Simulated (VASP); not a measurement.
Write the native input for VASP 6.6.1 that does the following.

| Quantity | Value |
| --- | --- |
| Task | single point |
| Functional | PBE |
| Potentials or basis | VASP PAW PBE potentials, release 64 (Ba_sv, Cu, Se, O) |
| Cutoff | 520 eV |
| k mesh | 8 × 8 × 4 |
| Occupations | gaussian, width 0.1 eV |
| Spin | no spin polarisation |
| Dipole correction | no |
| Further INCAR settings | ALGO = Normal; EDIFF = 1e-06; NBANDS = 43 |

The structure of BaCuSeO lies in POSCAR:

```
BaCuSeO
1.0
    4.4893266003      0.0000000000      0.0000000000
    0.0000000000      4.4893266003      0.0000000000
    0.0000000000      0.0000000000     10.3360798065
Ba Cu Se O
2 2 2 2
Direct
    0.0000000000      0.5000000000      0.6450037706
    0.5000000000      0.0000000000      0.3689911455
    0.5000000000      0.5000000000      0.0001970643
    0.0000000000      0.0000000000      0.0001970643
    0.5000000000      0.0000000000      0.8668334430
    0.0000000000      0.5000000000      0.1361528625
    0.5000000000      0.5000000000      0.4913123249
    0.0000000000      0.0000000000      0.4913123249
```

This cell differs from its parent crystal: strained and its atoms moved.

These files were run (other wordings do the same):

INCAR

```
SYSTEM = BaCuSeO
ALGO = Normal ; EDIFF = 1E-6
ENCUT = 520 ; GGA = PE
ISIF = 2 ; ISMEAR = 0
LASPH = .TRUE. ; LCHARG = .FALSE.
LREAL = .FALSE. ; LWAVE = .FALSE.
NBANDS = 43 ; NELM = 100
PREC = Accurate ; SIGMA = 0.1
```

KPOINTS

```
k-points
0
G
  8 8 4
  0 0 0
```

Potentials or basis: VASP PAW PBE potentials, release 64 (Ba_sv, Cu, Se, O).

The run is started by

```bash
$ cat potpaw_PBE.64/Ba_sv/POTCAR potpaw_PBE.64/Cu/POTCAR potpaw_PBE.64/Se/POTCAR potpaw_PBE.64/O/POTCAR > POTCAR
$ mpirun -np 1 vasp_std > vasp.out
```

Results of the run:

```json
{
  "Pressure": "-5.6 GPa",
  "Largest force": "1.529 eV/Å",
  "Band gap on the k mesh": "zero (band 33 reaches 1.38 eV, above the bottom of band 34 at 0.87 eV)"
}
```

Caveat: the cell differs from its parent crystal (strained and its atoms moved); spin-orbit coupling is left out, which moves the levels of the heavy elements; semilocal functionals often make such compounds metallic where correlation or magnetic order opens a gap, which also shifts bond lengths; forces of over 1 eV/Å act on the atoms, so gaps and moduli don't describe the material at rest.

Run time: 12 min on 1 thread of Intel Xeon 6975P-C (shared host), peak memory 0.59 GiB.
